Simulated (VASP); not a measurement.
# YPt3F2 (P6/mmm) in VASP: a series of runs

Runs on YPt3F2. Level: PBE. Tasks: relaxation of cell and atoms, single point.

All numbers are computed with VASP 6.6.1; they aren't measurements. Logs are shortened: lines on timing, memory, paths and dates and some standing lists are left out, and cuts for length are marked.

## (1) The cell of the first run

The structure is hexagonal, space group P6/mmm (No. 191). The conventional cell has a = 5.782 Å, b = 5.782 Å, c = 3.174 Å, α = 90.00°, β = 90.00°, γ = 120.00°. Within 4.2 Å of Y (site symmetry 6/mmm) lie 2 Y at 3.17 Å and 12 Pt at 3.30 Å and 6 F at 3.34 Å. Within 3.0 Å of Pt (site symmetry mmm) lie 4 F at 2.30 Å and 4 Pt at 2.89 Å. F (site symmetry -6m2) has 6 Pt at 2.30 Å within 3.0 Å.

## (2) Relaxation of cell and atoms, PBE

The input, INCAR:

```
PREC = Accurate ; ENCUT = 600
EDIFF = 1E-7 ; ISMEAR = 0
SIGMA = 0.1 ; LREAL = False
LASPH = True ; NELM = 80
ALGO = Normal ; ISIF = 3
LWAVE = False ; LCHARG = False
GGA = PE ; IBRION = 2
NSW = 90 ; EDIFFG = -0.04
```

The input, KPOINTS:

```
regular mesh
0
Gamma
  3 3 6
```

The input, POSCAR:

```
YPt3F2
1.0
    5.7815834900      0.0000000000      0.0000000000
   -2.8907917400      5.0069981700      0.0000000000
    0.0000000000      0.0000000000      3.1738097700
Y Pt F
1 3 2
Direct
    0.0000000000      0.0000000000      0.0000000000
    0.5000000000      0.0000000000      0.5000000000
    0.5000000000      0.5000000000      0.5000000000
    0.0000000000      0.5000000000      0.5000000000
    0.3333333300      0.6666666700      0.0000000000
    0.6666666700      0.3333333300      0.0000000000
```

Potentials or basis: VASP PAW PBE potentials, release 64 (Y_sv, Pt, F).

Command:

```bash
> cat potpaw_PBE.64/Y_sv/POTCAR potpaw_PBE.64/Pt/POTCAR potpaw_PBE.64/F/POTCAR > POTCAR
> mpirun -np 1 vasp_std > vasp.out
```

OUTCAR:

```text
PREC = Accurate
   ENCUT = 600
   EDIFF = 1E-7
   ISMEAR = 0
   LREAL = False
   LASPH = True
   NELM = 80
   ISIF = 3
   GGA = PE
   IBRION = 2
   NSW = 90
   EDIFFG = -0.04

 ion  position               nearest neighbor table
   1  0.000  0.000  0.000-   4 3.30   4 3.30   4 3.30   4 3.30   3 3.30   3 3.30   3 3.30   3 3.30
                             2 3.30   2 3.30   2 3.30   2 3.30
   2  0.500  0.000  0.500-   5 2.30   6 2.30   5 2.30   6 2.30   3 2.89   3 2.89   4 2.89   4 2.89
                             1 3.30   1 3.30   1 3.30   1 3.30
   3  0.500  0.500  0.500-   5 2.30   6 2.30   5 2.30   6 2.30   2 2.89   2 2.89   4 2.89   4 2.89
                             1 3.30   1 3.30   1 3.30   1 3.30
   4  0.000  0.500  0.500-   5 2.30   6 2.30   5 2.30   6 2.30   2 2.89   2 2.89   3 2.89   3 2.89
                             1 3.30   1 3.30   1 3.30   1 3.30
   5  0.333  0.667  0.000-   2 2.30   2 2.30   4 2.30   4 2.30   3 2.30   3 2.30
   6  0.667  0.333  0.000-   2 2.30   2 2.30   4 2.30   4 2.30   3 2.30   3 2.30

  LATTYP: Found a hexagonal cell.
 ALAT       =     5.7815834900
 C/A-ratio  =     0.5489516454

  Lattice vectors:

 A1 = (   5.7815834900,   0.0000000000,   0.0000000000)
 A2 = (  -2.8907917400,   5.0069981700,   0.0000000000)
 A3 = (   0.0000000000,   0.0000000000,   3.1738097700)

Analysis of symmetry for initial positions (statically):
=====================================================================
 Subroutine PRICEL returns:
 Original cell was already a primitive cell.

 Routine SETGRP: Setting up the symmetry group for a
 hexagonal supercell.

 Subroutine GETGRP returns: Found 24 space group operations
 (whereof 24 operations were pure point group operations)
 out of a pool of 24 trial point group operations.

The static configuration has the point symmetry D_6h.

Analysis of symmetry for dynamics (positions and initial velocities):
=====================================================================
 Subroutine PRICEL returns:
 Original cell was already a primitive cell.

 Routine SETGRP: Setting up the symmetry group for a
 hexagonal supercell.

 Subroutine GETGRP returns: Found 24 space group operations
 (whereof 24 operations were pure point group operations)
 out of a pool of 24 trial point group operations.

The dynamic configuration has the point symmetry D_6h.

 Subroutine INISYM returns: Found 24 space group operations
 (whereof 24 operations are pure point group operations),
 and found     1 'primitive' translations

----------------------------------------------------------------------------------------

                                     Primitive cell

  volume of cell :      91.8766

  direct lattice vectors                    reciprocal lattice vectors
     5.781583490  0.000000000  0.000000000     0.172962996  0.099860232  0.000000000
    -2.890791740  5.006998170  0.000000000     0.000000000  0.199720464  0.000000000
     0.000000000  0.000000000  3.173809770     0.000000000  0.000000000  0.315078745

  length of vectors
     5.781583490  5.781583482  3.173809770     0.199720464  0.199720464  0.315078745

  position of ions in fractional coordinates (direct lattice)
     0.000000000  0.000000000  0.000000000
     0.500000000  0.000000000  0.500000000
     0.500000000  0.500000000  0.500000000
     0.000000000  0.500000000  0.500000000
     0.333333330  0.666666670  0.000000000
     0.666666670  0.333333330  0.000000000

  ion indices of the primitive-cell ions
   primitive index   ion index
                 1           1
                 2           2
                 3           3
                 4           4
                 5           5
                 6           6

----------------------------------------------------------------------------------------

 KPOINTS: regular mesh

Automatic generation of k-mesh.
 Grid dimensions read from file:
 generate k-points for:    3    3    6

 Generating k-lattice:

  Cartesian coordinates                     Fractional coordinates (reciprocal lattice)
     0.057654332  0.033286744  0.000000000     0.333333333  0.000000000  0.000000000
     0.000000000  0.066573488  0.000000000     0.000000000  0.333333333  0.000000000
     0.000000000  0.000000000  0.052513124     0.000000000  0.000000000  0.166666667

  Length of vectors
     0.066573488  0.066573488  0.052513124

  Shift w.r.t. Gamma in fractional coordinates (k-lattice)
     0.000000000  0.000000000  0.000000000

 Subroutine IBZKPT returns following result:
 ===========================================

 Found     12 irreducible k-points:

 Following reciprocal coordinates:
            Coordinates               Weight
  0.000000  0.000000  0.000000      1.000000
  0.333333 -0.000000  0.000000      6.000000
  0.333333  0.333333  0.000000      2.000000
  0.000000  0.000000  0.166667      2.000000
  0.333333 -0.000000  0.166667     12.000000
  0.333333  0.333333  0.166667      4.000000
  0.000000  0.000000  0.333333      2.000000
  0.333333 -0.000000  0.333333     12.000000
  0.333333  0.333333  0.333333      4.000000
  0.000000  0.000000  0.500000      1.000000
  0.333333 -0.000000  0.500000      6.000000
  0.333333  0.333333  0.500000      2.000000
   k-points           NKPTS =     12   k-points in BZ     NKDIM =     12   number of bands    NBANDS=     33
   number of dos      NEDOS =    301   number of ions     NIONS =      6
   total plane-waves  NPLWV =  64512
   dimension x,y,z NGX =    48 NGY =   48 NGZ =   28
   dimension x,y,z NGXF=    96 NGYF=   96 NGZF=   56
   ions per type =               1   3   2
   NGX,Y,Z   is equivalent  to a cutoff of  13.80, 13.80, 14.67 a.u.
   NGXF,Y,Z  is equivalent  to a cutoff of  27.60, 27.60, 29.33 a.u.
 SYSTEM =  unknown system
   PREC   = accura    normal or accurate (medium, high low for compatibility)
   ISTART =      0    job   : 0-new  1-cont  2-samecut
   ICHARG =      2    charge: 1-file 2-atom 10-const
   ISPIN  =      1    spin polarized calculation?
   LNONCOLLINEAR =      F non collinear calculations
   LSORBIT =      F    spin-orbit coupling
   LASPH  =      T    aspherical Exc in radial PAW
   ENCUT  =  600.0 eV  44.10 Ry    6.64 a.u.  11.55 11.55  6.34*2*pi/ulx,y,z
   NELM   =     80;   NELMIN=  2; NELMDL= -5     # of ELM steps
   EDIFF  = 0.1E-06   stopping-criterion for ELM
   LREAL  =      F    real-space projection
   EDIFFG = -.4E-01   stopping-criterion for IOM
   NSW    =     90    number of steps for IOM
   IBRION =      2    ionic relax: 0-MD 1-quasi-New 2-CG
   NFREE  =      1    steps in history (QN), initial steepest desc. (CG)
   ISIF   =      3    stress and relaxation
   ISYM   =      2    0-nonsym 1-usesym 2-fastsym
   POTIM  = 0.5000    time-step for ionic-motion
   TEBEG  =    0.0;   TEEND  =   0.0 temperature during run
   PSTRESS=    0.0 pullay stress
   NELECT =      55.0000    total number of electrons
   NUPDOWN=      -1.0000    fix difference up-down
   EMIN   =  10.00;   EMAX   =-10.00  energy-range for DOS
   EFERMI =   0.00;   METHOD = LEGACY
   ISMEAR =     0;   SIGMA  =   0.10  broadening in eV -4-tet -1-fermi 0-gaus
   EFERMI_NEDOS =   21; number of points for ismear=-14 and -15
   IALGO  =     38    algorithm
   IMIX   =      4    mixing-type and parameters
     AMIX     =   0.40;   BMIX     =  1.00
     AMIX_MAG =   1.60;   BMIX_MAG =  1.00
  volume/ion in A,a.u.               =      15.31       103.34
  Fermi-wavevector in a.u.,A,eV,Ry     =   1.379730  2.607311 25.900786  1.903654
  Thomas-Fermi vector in A             =   2.504672
   LORBIT       =      0    0 simple, 1 ext, 2 COOP (PROOUT), +10 PAW based schemes
   GGA     = PE    functional components
   LHFCALC =     F    Hartree Fock is set to
   AEXX    =    0.0000 exact exchange contribution
   IVDW    =     0    specifies the selected vdW correction
   LEPSILON=     F    determine dielectric tensor
   LRPA    =     F    only Hartree local field effects (RPA)
 conjugate gradient relaxation of ions
 non-spin polarized calculation
 Gauss-broadening in eV      SIGMA  =   0.10
  energy-cutoff  :      600.00
  volume of cell :       91.88
 maximum number of plane-waves:      3096
 NGX is ok and might be reduce to    48
   NGX = 23   NGY = 23   NGZ = 13

--------------------------------------- Ionic step        1  -------------------------------------------

 number of electron      54.9999984 magnetization

 Free energy of the ion-electron system (eV)
  ---------------------------------------------------
  ext. energy  EPLUGINS =         0.00000000
  ---------------------------------------------------
  free energy    TOTEN  =       -28.08833149 eV

  energy without entropy =      -28.05721788  energy(sigma->0) =      -28.07277469

------------------------ aborting loop because EDIFF is reached ----------------------------------------

  FORCE on cell =-STRESS in cart. coord.  units (eV):
  Direction    XX          YY          ZZ          XY          YZ          ZX
  --------------------------------------------------------------------------------------
  -------------------------------------------------------------------------------------
  Total        3.1365015      3.1365015     18.6161684      0.0000000      0.0000000      0.0000000
  in kB       54.6954191     54.6954190    324.6353093      0.0000001      0.0000000      0.0000000
  external PRESSURE =     144.6753824 kB  Pullay stress =       0.0000000 kB
[... 101 lines left out ...]
  FREE ENERGIE OF THE ION-ELECTRON SYSTEM (eV)
  ---------------------------------------------------
  free  energy   TOTEN  =       -29.1877197548 eV

  energy  without entropy=      -29.1609462128  energy(sigma->0) =      -29.17433298

[... ionic steps 4 to 9 ...]

--------------------------------------- Ionic step       10  -------------------------------------------

 number of electron      54.9999946 magnetization

------------------------ aborting loop because EDIFF is reached ----------------------------------------

  FORCE on cell =-STRESS in cart. coord.  units (eV):
  Direction    XX          YY          ZZ          XY          YZ          ZX
  --------------------------------------------------------------------------------------
  -------------------------------------------------------------------------------------
  Total        0.4310574      0.4310574     -0.1733519      0.0000000      0.0000000      0.0000000
  in kB        6.8258299      6.8258299     -2.7450413      0.0000000      0.0000000      0.0000000
  external PRESSURE =       3.6355395 kB  Pullay stress =       0.0000000 kB
[... 65 lines left out ...]
  energy  without entropy=      -31.5471974255  energy(sigma->0) =      -31.59555104

--------------------------------------- Ionic step       12  -------------------------------------------

 number of electron      54.9999959 magnetization

 Free energy of the ion-electron system (eV)
  ---------------------------------------------------
  ext. energy  EPLUGINS =         0.00000000
  ---------------------------------------------------
  free energy    TOTEN  =       -31.64574173 eV

  energy without entropy =      -31.54939342  energy(sigma->0) =      -31.59756758

 E-fermi :   5.6574     XC(G=0): -11.2244

 val. band max:        5.6334410462   @ k =   0.3333  -0.0000   0.1667
 cond. band min:       5.6665923313   @ k =   0.3333  -0.0000   0.3333
 fundamental gap:      0.0331512850
 Fermi energy:         5.6574183053

 k-point     1 :       0.0000    0.0000    0.0000
  band No.  band energies     occupation
      1     -38.2843      2.00000
      2     -18.1190      2.00000
      3     -18.1190      2.00000
      4     -18.0755      2.00000
      5     -17.0590      2.00000
      6     -16.7599      2.00000
[... 454 lines left out ...]
  FREE ENERGIE OF THE ION-ELECTRON SYSTEM (eV)
  ---------------------------------------------------
  free  energy   TOTEN  =       -31.6457417322 eV

  energy  without entropy=      -31.5493934183  energy(sigma->0) =      -31.59756758

 reached required accuracy - stopping structural energy minimisation
```

It took 5.8 min on 1 thread of Intel Xeon 6975P-C (Granite Rapids), shared host; peak memory 0.28 GiB.

Results:

* Free energy: -31.6457 eV
* Relaxed volume: 16.89 Å³/atom
* Relaxed cell: a = 5.081 Å, b = 5.081 Å, c = 4.532 Å, α = 90.00°, β = 90.00°, γ = 120.00°
* Space group after relaxing (to 0.05 Å): P6/mmm (No. 191)
* Energy gained by relaxing: 592.9 meV/atom
* Ionic steps: 12
* Pressure after relaxing: -0.1 GPa

Stress tensor (GPa, compression positive):
```
-0.15  0.00  0.00
 0.00 -0.15  0.00
 0.00  0.00  0.11
```

The path:
```
step  energy change (eV)  largest force (eV/Å)  pressure (GPa)  volume (Å³)
   1              0.0000                0.0000           14.47        91.88
   2             -1.0755                0.0000           -9.75       111.02
   3             -1.0994                0.0000           -7.53       108.05
   4             -2.6040                0.0000           -5.86       104.75
   5              0.9576                0.0000           55.56        86.31
   6             -3.2295                0.0000           -2.83       102.14
   7             -3.4990                0.0000            4.65        98.19
   8             -3.4940                0.0000            5.39        97.86
   9             -3.3826                0.0000           -6.42       106.27
  10             -3.5554                0.0000            0.36       101.18
  11             -3.5556                0.0000            0.59       101.02
  12             -3.5574                0.0000           -0.06       101.34
```

Final structure:
```yaml
crystal:
  lattice:
    - [5.08118, 0.00000, 0.00000]
    - [-2.54059, 4.40043, 0.00000]
    - [0.00000, 0.00000, 4.53228]
  atoms:
    - { symbol: Y, position: [0.00000, 0.00000, 0.00000] }
    - { symbol: Pt, position: [0.50000, 0.00000, 0.50000] }
    - { symbol: Pt, position: [0.50000, 0.50000, 0.50000] }
    - { symbol: Pt, position: [0.00000, 0.50000, 0.50000] }
    - { symbol: F, position: [0.33333, 0.66667, 0.00000] }
    - { symbol: F, position: [0.66667, 0.33333, 0.00000] }
```

Caveat: the k points lie up to 0.48 Å⁻¹ apart in the final cell; spin-orbit coupling is left out, which moves the levels of the heavy elements; an odd number of electrons without spin polarisation forces a metal; a magnetic or distorted state may lie lower.

## (3) Single point, PBE, collinear spin, ferromagnetic start

The input, INCAR:

```
SYSTEM = YPt3F2
ALGO = Normal
EDIFF = 1E-7
ENCUT = 520
GGA = PE
ISIF = 2
ISMEAR = 0
ISPIN = 2
LASPH = .True.
LCHARG = .False.
LMAXMIX = 4
LORBIT = 11
LREAL = .False.
LWAVE = .False.
MAGMOM = 0 1 1 1 0 0
NBANDS = 40
NELM = 150
PREC = Accurate
SIGMA = 0.1
```

The input, KPOINTS:

```
k-points
0
Gamma
  3 3 6
  0 0 0
```

POSCAR is that of step 2.

Potentials or basis: VASP PAW PBE potentials, release 64 (Y_sv, Pt, F).

Command:

```bash
> cat potpaw_PBE.64/Y_sv/POTCAR potpaw_PBE.64/Pt/POTCAR potpaw_PBE.64/F/POTCAR > POTCAR
> mpirun -np 1 vasp_std > vasp.out
```

It took 74 s on 1 thread of Intel Xeon 6975P-C (Granite Rapids), shared host; peak memory 0.31 GiB.

It converged, with:

```
Free energy                                           : -28.0838 eV
Pressure                                              : 14.5 GPa
Net moment                                            : 0.25 μB per cell
Site moments                                          : Y +0.12; Pt +0.02; F +0.01 μB
Valence electrons inside the program's atomic spheres : Y 9.35; Pt 9.07; F 6.02
```

Stress tensor (GPa, compression positive):
```
 5.53  0.00  0.00
 0.00  5.53  0.00
 0.00  0.00 32.35
```

Levels at points of the mesh, in eV from the Fermi level:
Spin up:
| k point | band 23 | band 24 | band 25 | band 26 | band 27 | band 28 | band 29 | band 30 | band 31 | band 32 |
| --- | --- | --- | --- | --- | --- | --- | --- | --- | --- | --- |
| (0.00, 0.00, 0.00) | -1.13 | -1.13 | -0.85 | -0.85 | 0.01 | 0.03 | 0.46 | 1.37 | 1.37 | 2.55 |
| (0.00, 0.00, 0.50) | -0.90 | -0.90 | -0.22 | -0.22 | 0.07 | 0.14 | 0.24 | 0.24 | 2.26 | 2.26 |
Spin down:
| k point | band 24 | band 25 | band 26 | band 27 | band 28 | band 29 | band 30 | band 31 |
| --- | --- | --- | --- | --- | --- | --- | --- | --- |
| (0.00, 0.00, 0.00) | -1.11 | -0.83 | -0.83 | 0.04 | 0.36 | 0.48 | 1.42 | 1.42 |
| (0.00, 0.00, 0.50) | -0.79 | -0.21 | -0.21 | 0.08 | 0.16 | 0.26 | 0.26 | 2.30 |

Caveat: the k points lie up to 0.42 Å⁻¹ apart; spin-orbit coupling is left out, which moves the levels of the heavy elements.
